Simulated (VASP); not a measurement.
**BiTe: single point with r2SCAN**

Crystal: BiTe.

```
Bi Te
1.0
     0.00000    3.19128    3.19128
     3.19128    0.00000    3.19128
     3.19128    3.19128    0.00000
Bi Te
1 1
Direct
  0.00000 0.00000 0.00000
  0.50000 0.50000 0.50000
```

- Program: VASP 6.6.1
- Task: single point
- Functional: r2SCAN
- Potentials or basis: VASP PAW PBE potentials, release 64 (Bi_d, Te)
- Cutoff: 550 eV
- k mesh: 7 × 7 × 7
- Occupations: gaussian, width 0.15 eV
- Spin: no spin polarisation
- Dipole correction: no
- Further INCAR settings: ALGO = Normal; EDIFF = 1e-06; NBANDS = 18

```yaml
Pressure: 2.4 GPa
Band_gap_on_the_k_mesh: zero (an odd number of electrons rules out a gap without spin polarisation)
```

Levels at points of the mesh, in eV from the Fermi level:
```tsv
k point	band 8	band 9	band 10	band 11	band 12	band 13
(0.00, 0.00, 0.00)	-2.98	-2.98	-2.98	2.27	2.27	2.27
```

Wall time 85 s on 1 thread of Intel(R) Xeon(R) Platinum 8259CL CPU @ 2.50GHz (Skylake/Cascade Lake), on a shared host, peak memory 0.22 GiB.

Caveat: the PAW data sets were made with another functional, which shifts forces and pressure a little; spin-orbit coupling is left out, which moves the levels of the heavy elements.
